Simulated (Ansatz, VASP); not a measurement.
**One calculation of BN, two programs**

```
B N
1.0
    -2.50644    0.00000    0.00000
    -1.25322   -2.17064    0.00000
     0.00000    0.00000   14.73369
B N
4 4
Direct
  0.33333 0.33333 0.78592
  0.33333 0.33333 0.33682
  0.66667 0.66667 0.11227
  0.66667 0.66667 0.56137
  0.33333 0.33333 0.11227
  0.33333 0.33333 0.56137
  0.66667 0.66667 0.78592
  0.66667 0.66667 0.33682
```

Alike in both runs: task single point; functional PBE; dispersion D3(BJ); k mesh 10 × 10 × 2; occupations gaussian, width 0.05 eV; no spin polarisation.

|  | VASP | Ansatz |
| --- | --- | --- |
| version | VASP 6.6.1 | Ansatz 0.2.0 |
| potentials or method | VASP PAW PBE potentials, release 64 (B, N), cutoff 520 eV | scalar-relativistic, plane waves, PAW |
| valence electrons in the cell | 32 | 32 |

Ansatz gave:

| Item | Value |
| --- | --- |
| gap on the k mesh at the Fermi level (eV) | 4.31 |
| least direct gap on the mesh (eV) | 4.72 |
| pressure (GPa) | 0.0 |
| traceless stress, the component that is largest in VASP (GPa) | -0.30 |
| rms of the force components (eV/Å) | 0.012 |

**Question.** Which values does VASP return?

**Answer.** gap on the k mesh at the Fermi level (eV): 4.30; least direct gap on the mesh (eV): 4.71; pressure (GPa): 0.1; traceless stress, the component that is largest in VASP (GPa): -0.49; rms of the force components (eV/Å): 0.012.

Atom by atom the forces differ by 0.000 eV/Å (rms over components).
